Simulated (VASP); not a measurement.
# MoRu5 (P-62m) in VASP: further runs

Runs on MoRu5. Level: PBE. Tasks: single point.

Everything below comes from runs of VASP 6.6.1. Logs are shortened: lines on timing, memory, paths and dates and some standing lists are left out, and cuts for length are marked.

## (1) The cell of the first run

Symmetry: P-62m, No. 189, hexagonal system. Conventional cell: a = 4.704 Å, b = 4.704 Å, c = 4.277 Å, α = 90.00°, β = 90.00°, γ = 120.00°. Mo (site symmetry -62m) has 12 Ru at 2.67 to 2.72 Å within 3.5 Å. Within 3.5 Å of Ru (site symmetry -6) lie 9 Ru at 2.65 to 2.72 Å and 3 Mo at 2.72 Å. Ru (site symmetry m2m) has 10 Ru at 2.65 to 2.76 Å and 2 Mo at 2.67 Å within 3.5 Å.

## (2) Single point, PBE (13.66 Å³/atom)

INCAR reads:

```
SYSTEM = MoRu5
  PREC = Accurate
  ENCUT = 520
  EDIFF = 1E-7
  ISMEAR = 0
  SIGMA = 0.1
  LREAL = .False.
  LASPH = .True.
  NELM = 100
  ALGO = Fast
  ISIF = 2
  LWAVE = .False.
  LCHARG = .False.
  GGA = PE
  NBANDS = 51
```

KPOINTS reads:

```
Automatic mesh
0
Gamma
  12 12 10
  0 0 0
```

POSCAR reads:

```
MoRu5
1.0
    4.7041339635      0.0000000000      0.0000000000
   -2.3520669817      4.0738995152      0.0000000000
    0.0000000000      0.0000000000      4.2768460618
Mo Ru
1 5
Direct
    0.0000000000      0.0000000000      0.0000000000
    0.3333333333      0.6666666667      0.0000000000
    0.6666666667      0.3333333333      0.0000000000
    0.6617882070      0.6617882070      0.5000000000
    0.3382117930      0.0000000000      0.5000000000
    0.0000000000      0.3382117930      0.5000000000
```

Potentials or basis: VASP PAW PBE potentials, release 64 (Mo_sv, Ru_pv).

Started as:

```bash
$ cat potpaw_PBE.64/Mo_sv/POTCAR potpaw_PBE.64/Ru_pv/POTCAR > POTCAR
$ mpirun -np 1 vasp_std > vasp.out
```

OUTCAR:

```text
SYSTEM = MoRu5
   PREC = Accurate
   ENCUT = 520
   EDIFF = 1E-7
   ISMEAR = 0
   LREAL = .False.
   LASPH = .True.
   NELM = 100
   ISIF = 2
   GGA = PE

 ion  position               nearest neighbor table
   1  0.000  0.000  0.000-   6 2.67   6 2.67   5 2.67   5 2.67   4 2.67   4 2.67   2 2.72   3 2.72
                             2 2.72   3 2.72   3 2.72   2 2.72
   2  0.333  0.667  0.000-   5 2.65   5 2.65   6 2.65   6 2.65   4 2.65   4 2.65   1 2.72   3 2.72
                             3 2.72   1 2.72   1 2.72   3 2.72
   3  0.667  0.333  0.000-   6 2.65   6 2.65   5 2.65   5 2.65   4 2.65   4 2.65   1 2.72   2 2.72
                             2 2.72   1 2.72   1 2.72   2 2.72
   4  0.662  0.662  0.500-   3 2.65   3 2.65   2 2.65   2 2.65   1 2.67   1 2.67   5 2.70   6 2.70
                             5 2.70   6 2.70   6 2.76   5 2.76
   5  0.338  0.000  0.500-   2 2.65   2 2.65   3 2.65   3 2.65   1 2.67   1 2.67   4 2.70   4 2.70
                             6 2.70   6 2.70   6 2.76   4 2.76
   6  0.000  0.338  0.500-   3 2.65   3 2.65   2 2.65   2 2.65   1 2.67   1 2.67   4 2.70   5 2.70
                             4 2.70   5 2.70   5 2.76   4 2.76

  LATTYP: Found a hexagonal cell.
 ALAT       =     4.7041339635
 C/A-ratio  =     0.9091675737

  Lattice vectors:

 A1 = (   4.7041339635,   0.0000000000,   0.0000000000)
 A2 = (  -2.3520669817,   4.0738995152,   0.0000000000)
 A3 = (   0.0000000000,   0.0000000000,   4.2768460618)

Analysis of symmetry for initial positions (statically):
=====================================================================
 Subroutine PRICEL returns:
 Original cell was already a primitive cell.

 Routine SETGRP: Setting up the symmetry group for a
 hexagonal supercell.

 Subroutine GETGRP returns: Found 12 space group operations
 (whereof 12 operations were pure point group operations)
 out of a pool of 24 trial point group operations.

The static configuration has the point symmetry D_3h.

Analysis of symmetry for dynamics (positions and initial velocities):
=====================================================================
 Subroutine PRICEL returns:
 Original cell was already a primitive cell.

 Routine SETGRP: Setting up the symmetry group for a
 hexagonal supercell.

 Subroutine GETGRP returns: Found 12 space group operations
 (whereof 12 operations were pure point group operations)
 out of a pool of 24 trial point group operations.

The dynamic configuration has the point symmetry D_3h.

[... 105 lines left out ...]
   NELM   =    100;   NELMIN=  2; NELMDL= -5     # of ELM steps
   EDIFF  = 0.1E-06   stopping-criterion for ELM
   LREAL  =      F    real-space projection
   EDIFFG = 0.1E-05   stopping-criterion for IOM
   NSW    =      0    number of steps for IOM
   IBRION =     -1    ionic relax: 0-MD 1-quasi-New 2-CG
   NFREE  =      0    steps in history (QN), initial steepest desc. (CG)
   ISIF   =      2    stress and relaxation
   ISYM   =      2    0-nonsym 1-usesym 2-fastsym
   POTIM  = 0.5000    time-step for ionic-motion
   TEBEG  =    0.0;   TEEND  =   0.0 temperature during run
   PSTRESS=    0.0 pullay stress
   NELECT =      84.0000    total number of electrons
   NUPDOWN=      -1.0000    fix difference up-down
   EMIN   =  10.00;   EMAX   =-10.00  energy-range for DOS
   EFERMI =   0.00;   METHOD = LEGACY
   ISMEAR =     0;   SIGMA  =   0.10  broadening in eV -4-tet -1-fermi 0-gaus
   EFERMI_NEDOS =   21; number of points for ismear=-14 and -15
   IALGO  =     68    algorithm
   IMIX   =      4    mixing-type and parameters
     AMIX     =   0.40;   BMIX     =  1.00
     AMIX_MAG =   1.60;   BMIX_MAG =  1.00
  volume/ion in A,a.u.               =      13.66        92.18
  Fermi-wavevector in a.u.,A,eV,Ry     =   1.650555  3.119097 37.066794  2.724332
  Thomas-Fermi vector in A             =   2.739485
   LORBIT       =      0    0 simple, 1 ext, 2 COOP (PROOUT), +10 PAW based schemes
   GGA     = PE    functional components
   LHFCALC =     F    Hartree Fock is set to
   AEXX    =    0.0000 exact exchange contribution
   IVDW    =     0    specifies the selected vdW correction
   LEPSILON=     F    determine dielectric tensor
   LRPA    =     F    only Hartree local field effects (RPA)
 non-spin polarized calculation
 RMM-DIIS sequential band-by-band and
 Gauss-broadening in eV      SIGMA  =   0.10
  energy-cutoff  :      520.00
  volume of cell :       81.96
 maximum number of plane-waves:      2224
 NGX is ok and might be reduce to    36
   NGX = 17   NGY = 17   NGZ = 15

 number of electron      84.0000011 magnetization

 Free energy of the ion-electron system (eV)
  ---------------------------------------------------
  ext. energy  EPLUGINS =         0.00000000
  ---------------------------------------------------
  free energy    TOTEN  =       -57.23013961 eV

  energy without entropy =      -57.20435348  energy(sigma->0) =      -57.21724655

 E-fermi :  12.9231     XC(G=0): -14.0937

 val. band max:       12.9206184857   @ k =   0.3333   0.0833   0.1000
 cond. band min:      12.9317290649   @ k =   0.3333   0.0833   0.0000
 fundamental gap:      0.0111105792
 Fermi energy:        12.9230911713

 k-point     1 :       0.0000    0.0000    0.0000
  band No.  band energies     occupation
      1     -47.8946      2.00000
      2     -30.4205      2.00000
      3     -30.1529      2.00000
      4     -30.1529      2.00000
      5     -30.0827      2.00000
      6     -29.9624      2.00000
[... 1285 lines left out ...]
     50      15.5227      0.00000
     51      16.5014      0.00000

 [... further k-points ...]
[... 5 lines left out ...]
  --------------------------------------------------------------------------------------
  -------------------------------------------------------------------------------------
  Total        5.0780875      5.0780875      5.0816735      0.0000000      0.0000000     -0.0000000
  in kB       99.2652296     99.2652296     99.3353284      0.0000000      0.0000000     -0.0000000
  external PRESSURE =      99.2885958 kB  Pullay stress =       0.0000000 kB

 VOLUME and BASIS-vectors are now :
 -----------------------------------------------------------------------------
  energy-cutoff  :      520.00
  volume of cell :       81.96
      direct lattice vectors                 reciprocal lattice vectors
     4.704133964  0.000000000  0.000000000     0.212578980  0.122732531  0.000000000
    -2.352066982  4.073899515  0.000000000     0.000000000  0.245465063  0.000000000
     0.000000000  0.000000000  4.276846062     0.000000000  0.000000000  0.233817160

 POSITION                                       TOTAL-FORCE (eV/Angst)
 -----------------------------------------------------------------------------------
      0.00000      0.00000      0.00000         0.000000      0.000000     -0.000000
     -0.00000      2.71593      0.00000         0.000000      0.000000     -0.000000
      2.35207      1.35797      0.00000         0.000000      0.000000     -0.000000
      1.55657      2.69606      2.13842        -0.003397     -0.005884      0.000000
      1.59099      0.00000      2.13842         0.006795      0.000000      0.000000
     -0.79550      1.37784      2.13842        -0.003397      0.005884     -0.000000
 -----------------------------------------------------------------------------------
    total drift:                               -0.000001     -0.000002      0.000000

  FREE ENERGIE OF THE ION-ELECTRON SYSTEM (eV)
  ---------------------------------------------------
  free  energy   TOTEN  =       -57.2301396089 eV

  energy  without entropy=      -57.2043534815  energy(sigma->0) =      -57.21724655
```

OSZICAR:

```text
N       E                     dE             d eps       ncg     rms          rms(c)
DAV:   1     0.106398514094E+04    0.10640E+04   -0.49922E+04 11636   0.182E+03
DAV:   2    -0.192622237514E+02   -0.10832E+04   -0.10563E+04 12166   0.575E+02
DAV:   3    -0.601292227302E+02   -0.40867E+02   -0.39033E+02 13730   0.111E+02
DAV:   4    -0.610874232565E+02   -0.95820E+00   -0.95018E+00 13121   0.145E+01
DAV:   5    -0.611090393960E+02   -0.21616E-01   -0.21598E-01 14146   0.207E+00    0.329E+01
RMM:   6    -0.576389238585E+02    0.34701E+01   -0.99742E+00 11647   0.180E+01    0.105E+01
RMM:   7    -0.579708234546E+02   -0.33190E+00   -0.49527E+00 12163   0.828E+00    0.689E+00
RMM:   8    -0.572792060596E+02    0.69162E+00   -0.13648E+00 11809   0.537E+00    0.268E+00
RMM:   9    -0.572377667015E+02    0.41439E-01   -0.26841E-01 12833   0.190E+00    0.143E+00
RMM:  10    -0.572308930419E+02    0.68737E-02   -0.56126E-02 13580   0.105E+00    0.837E-01
RMM:  11    -0.572298443339E+02    0.10487E-02   -0.16928E-02 14274   0.624E-01    0.105E-01
RMM:  12    -0.572300849710E+02   -0.24064E-03   -0.36134E-03 14637   0.231E-01    0.435E-02
RMM:  13    -0.572301365964E+02   -0.51625E-04   -0.74731E-04 15344   0.104E-01    0.265E-02
RMM:  14    -0.572301343258E+02    0.22706E-05   -0.13259E-04 15784   0.458E-02    0.221E-02
RMM:  15    -0.572301396554E+02   -0.53295E-05   -0.38762E-05 13364   0.331E-02    0.668E-03
RMM:  16    -0.572301397126E+02   -0.57196E-07   -0.13527E-05 16468   0.139E-02    0.615E-03
RMM:  17    -0.572301397064E+02    0.61300E-08   -0.17402E-06 13431   0.438E-03    0.353E-03
RMM:  18    -0.572301396089E+02    0.97505E-07   -0.29346E-07  9139   0.203E-03
   1 F= -.57230140E+02 E0= -.57217247E+02  d E =-.257861E-01
```

stdout:

```text
POSCAR found type information on POSCAR MoRu
 POSCAR found :  2 types and       6 ions
 scaLAPACK will be used
 LDA part: xc-table for (Slater+PW92), standard interpolation
 POSCAR, INCAR and KPOINTS ok, starting setup
 FFT: planning ... GRIDC
 FFT: planning ... GRID_SOFT
 FFT: planning ... GRID
 WAVECAR not read
 entering main loop
```

It took 3.6 min on 1 thread of Intel Xeon 6975P-C (Granite Rapids), shared host; peak memory 0.46 GiB.

Results:

```yaml
Free_energy: -57.2301 eV
Pressure: 9.9 GPa
Largest_force: 0.007 eV/Å
Band_gap_on_the_k_mesh: zero (bands 42 and 43 overlap by 1.30 eV)
```

Forces in eV/Å, atoms in the order of the input:
```
Mo   0.000  0.000  0.000
Ru   0.000  0.000  0.000
Ru   0.000  0.000  0.000
Ru  -0.003 -0.006  0.000
Ru   0.007  0.000  0.000
Ru  -0.003  0.006  0.000
```

Caveat: the cell stands under pressure.

## (3) Single point, PBE

This run uses another cell than the first one, of 14.08 Å³/atom.

INCAR reads:

```
ALGO = Fast ; EDIFF = 1E-6
ENCUT = 520 ; GGA = PE
ISIF = 2 ; ISMEAR = 0
LASPH = True ; LCHARG = False
LREAL = False ; LWAVE = False
NBANDS = 51 ; NELM = 80
PREC = Accurate ; SIGMA = 0.1
```

KPOINTS reads:

```
k-points
0
Gamma
  12 12 10
```

POSCAR reads:

```
MoRu5
1.0
    4.7544261155      0.0000000000      0.0000000000
   -2.3772130577      4.1174537964      0.0000000000
    0.0000000000      0.0000000000      4.3163339777
Mo Ru
1 5
Direct
    0.0000000000      0.0000000000      0.0000000000
    0.3333333333      0.6666666667      0.0000000000
    0.6666666667      0.3333333333      0.0000000000
    0.6615208580      0.6615208580      0.5000000000
    0.3384791420      0.0000000000      0.5000000000
    0.0000000000      0.3384791420      0.5000000000
```

Potentials or basis: VASP PAW PBE potentials, release 64 (Mo_sv, Ru_pv).

Started as:

```bash
$ cat potpaw_PBE.64/Mo_sv/POTCAR potpaw_PBE.64/Ru_pv/POTCAR > POTCAR
$ mpirun -np 1 vasp_std > vasp.out
```

Wall time 3.4 min (1 thread of Intel Xeon 6975P-C (Granite Rapids), shared host); peak memory 0.46 GiB.

It converged, with:

```yaml
Free_energy: -57.3087 eV
Pressure: 0.0 GPa
Largest_force: 0.007 eV/Å
Band_gap_on_the_k_mesh: zero (bands 42 and 43 overlap by 1.23 eV)
```

Forces on the atoms (eV/Å):
```
Mo   0.000  0.000  0.000
Ru   0.000  0.000  0.000
Ru   0.000  0.000  0.000
Ru  -0.003 -0.006  0.000
Ru   0.007  0.000  0.000
Ru  -0.003  0.006  0.000
```

Levels at points of the mesh, in eV from the Fermi level:
```tsv
k point	band 40	band 41	band 42	band 43	band 44	band 45
(0.00, 0.00, 0.00)	-0.97	-0.53	-0.53	1.08	1.44	1.44
(0.50, 0.00, 0.00)	-0.85	-0.69	-0.02	0.01	0.39	0.82
(0.00, 0.00, 0.50)	-0.80	-0.80	-0.59	-0.59	0.88	0.88
(0.50, 0.00, 0.50)	-0.64	-0.42	0.63	1.00	1.11	1.15
```
